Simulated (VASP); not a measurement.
Runs of VASP 6.6.1 on InAs. The structure is that of space group I-4m2 (No. 119), or close to it. The cells are those of the table. 

```csv
cell,gap on the mesh (eV),pressure (GPa)
"a = 4.282, b = 4.282, c = 4.490 Å, angles 58.4, 58.4, 63.2°, 2 atoms",0.18,-1.5
"a = 4.171, b = 4.171, c = 4.277 Å, angles 59.2, 59.2, 61.7°, 2 atoms",(a),4.7
"a = 4.282, b = 4.282, c = 4.063 Å, angles 61.7, 61.7, 56.6°, 2 atoms",none,4.7
"a = 4.385, b = 4.385, c = 4.490 Å, angles 59.2, 59.2, 61.6°, 2 atoms",(b),-3.6
```

Alike in all rows: task single point; level PBEsol; potentials or basis VASP PAW PBE potentials, release 64 (In_d, As); no spin polarisation; k mesh 14 × 14 × 14; cutoff (eV) 520; smearing gaussian 0.15 eV.

Fill in the values left out.

(a) 0.15; (b) 0.13.

Caveats: semilocal functionals underestimate gaps, and a narrow one can read as zero; the PAW data sets were made with another functional, which shifts forces and pressure a little; spin-orbit coupling is left out, which moves the levels of the heavy elements; the cell stands under pressure (at least some runs); the smearing spreads over this small gap (at least some runs); the cell stands under tension (at least some runs).

A k mesh can miss the band edges, and the runs leave out spin-orbit coupling on As, In.

A gap of «none» marks levels without a gap at the run's occupations.
